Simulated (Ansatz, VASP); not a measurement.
## One calculation of Ba3OsPd, two programs

```
Ba Pd Os
1.0
     5.82479    0.00000    0.00000
     0.00000    5.82479    0.00000
     0.00000    0.00000    5.82479
Ba Pd Os
3 1 1
Direct
  0.50000 0.50000 0.00000
  0.50000 0.00000 0.50000
  0.00000 0.50000 0.50000
  0.50000 0.50000 0.50000
  0.00000 0.00000 0.00000
```

Alike in both runs: functional PBE; k mesh 6 × 6 × 6; occupations gaussian, width 0.1 eV; no spin polarisation.

Ansatz relaxed the structure, and its values are those at the end. VASP's run is a single point on that final structure, the one shown.

|  | VASP | Ansatz |
| --- | --- | --- |
| version | VASP 6.6.1 | Ansatz 0.2.0 |
| potentials or method | VASP PAW PBE potentials, release 64 (Ba_sv, Pd, Os), cutoff 520 eV | scalar-relativistic, plane waves, PAW |
| valence electrons in the cell | 48 | 64 |

```tsv
	VASP	Ansatz	Ansatz less VASP
gap on the k mesh at the Fermi level (eV)	none	none	-
pressure (GPa)	0.7	0.0	-0.72
```

A gap of «none» marks a metal or a gap that the smearing closes. The functional is the same, so the differences come from potentials, cutoffs and numerics. VASP's potentials hold 48 valence electrons a cell and Ansatz's 64, so a difference there can come from the potentials and not from the codes.

Spin-orbit coupling is off throughout.
